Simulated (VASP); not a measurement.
Input of a VASP 6.6.1 run:

Contents of INCAR:

```
ALGO = Normal
EDIFF = 1E-6
ENCUT = 520
GGA = PS
ISIF = 2
ISMEAR = -1
LASPH = True
LCHARG = False
LREAL = False
LWAVE = False
NBANDS = 36
NELM = 100
PREC = Accurate
SIGMA = 0.02
```

KPOINTS

```
k-points
0
Gamma
  1 1 1
```

Contents of POSCAR:

```
HF
1.0
    5.4647890000      0.0000000000      0.0000000000
    0.0000000000      5.4647890000      0.0000000000
    0.0000000000      0.0000000000      5.4647890000
F H
6 6
Direct
    0.0606244816      0.0273203595      1.0398205676
    0.4772004921      0.7294517684      0.6133448153
    0.7718687766      0.2251871024      0.7711734158
    0.8113213520      0.9905597453      0.4134651859
    0.1418536013      0.4016989494      0.4921324501
    0.6149002276      0.4786278116      0.1731082389
   -0.0360489673      0.1048164897      0.9084888730
    0.6092824444      0.7745770239      0.4931022954
    0.7750161992      0.1639953528      0.6018713623
    0.9222496971      1.0003313943      0.2647860695
    0.2931677691      0.5009342538      0.5340919842
    0.6323574433      0.4597615754      0.0054896905
```

Potentials or basis: VASP PAW PBE potentials, release 64 (F, H).

Launch:

```sh
$ cat potpaw_PBE.64/F/POTCAR potpaw_PBE.64/H/POTCAR > POTCAR
$ mpirun -np 1 vasp_gam > vasp.out
```

What does it give for the largest force?

2.250 eV/Å.

Estimate the pressure.

-1.4 GPa.

Forces in eV/Å, atoms in the order of the input:
```
F   -0.017 -0.277  0.582
F    1.163  0.069 -1.131
F   -0.182  0.311  0.449
F    0.043 -0.438 -0.530
F    1.890  1.095  0.540
F   -0.087  0.226  1.110
H   -0.296  0.200  0.107
H   -1.241 -0.356  1.068
H    0.282 -0.068 -0.212
H    0.073  0.263 -0.305
H   -1.744 -0.823 -0.569
H    0.115 -0.200 -1.109
```

Caveat: the k points lie up to 1.15 Å⁻¹ apart; the PAW data sets were made with another functional, which shifts forces and pressure a little.
